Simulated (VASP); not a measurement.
Write the native input for VASP 6.6.1 that does the following.

```
Task                   : single point
Functional             : r2SCAN
Potentials or basis    : VASP PAW PBE potentials, release 64 (Na_pv, Ca_sv)
Cutoff                 : 520 eV
k mesh                 : 5 × 5 × 5
Occupations            : fermi-dirac, width 0.05 eV
Spin                   : no spin polarisation
Dipole correction      : no
Further INCAR settings : ALGO = Normal; EDIFF = 1e-06; NBANDS = 24
```

Crystal: Na3Ca.

```
CELL_PARAMETERS angstrom
6.04103 0.00000 0.00000
3.02051 5.23168 0.00000
3.02051 1.74389 4.93248
ATOMIC_POSITIONS crystal
Na 0.25000 0.25000 0.25000
Na 0.75000 0.75000 0.75000
Na 0.50000 0.50000 0.50000
Ca 0.00000 0.00000 0.00000
```

One way to write it, as run:

POSCAR

```
Na3Ca
1.0
    6.0410255797      0.0000000000      0.0000000000
    3.0205127898      5.2316816169      0.0000000000
    3.0205127898      1.7438938723      4.9324767311
Na Ca
3 1
Direct
    0.2500000000      0.2500000000      0.2500000000
    0.7500000000      0.7500000000      0.7500000000
    0.5000000000      0.5000000000      0.5000000000
    0.0000000000      0.0000000000      0.0000000000
```

INCAR.step1

```
PREC = Accurate
ENCUT = 520
ISMEAR = -1
SIGMA = 0.05
LREAL = False
LASPH = True
NELM = 100
NBANDS = 24
GGA = PE
ALGO = Normal
EDIFF = 1E-4
LWAVE = True
LCHARG = False
```

INCAR.step2

```
PREC = Accurate
ENCUT = 520
EDIFF = 1E-6
ISMEAR = -1
SIGMA = 0.05
LREAL = False
LASPH = True
NELM = 100
ALGO = Normal
ISIF = 2
LWAVE = False
LCHARG = True
METAGGA = R2SCAN
LMIXTAU = True
LELF = True
LVHAR = True
NBANDS = 24
ISTART = 1
```

KPOINTS

```
regular mesh
0
Gamma
  5 5 5
```

Potentials or basis: VASP PAW PBE potentials, release 64 (Na_pv, Ca_sv).

The run is started by

```sh
$ cat potpaw_PBE.64/Na_pv/POTCAR potpaw_PBE.64/Ca_sv/POTCAR > POTCAR
$ cp INCAR.step1 INCAR
$ mpirun -np 1 vasp_std > vasp.out
$ cp INCAR.step2 INCAR
$ mpirun -np 1 vasp_std > vasp.out
```

Results of the run:

| Quantity | Value |
| --- | --- |
| Pressure | 0.0 GPa |

Caveat: the PAW data sets were made with another functional, which shifts forces and pressure a little.

Wall time 4.6 min on 1 thread of Intel(R) Xeon(R) Platinum 8375C CPU @ 2.90GHz (Ice Lake), on a shared host, peak memory 0.36 GiB.
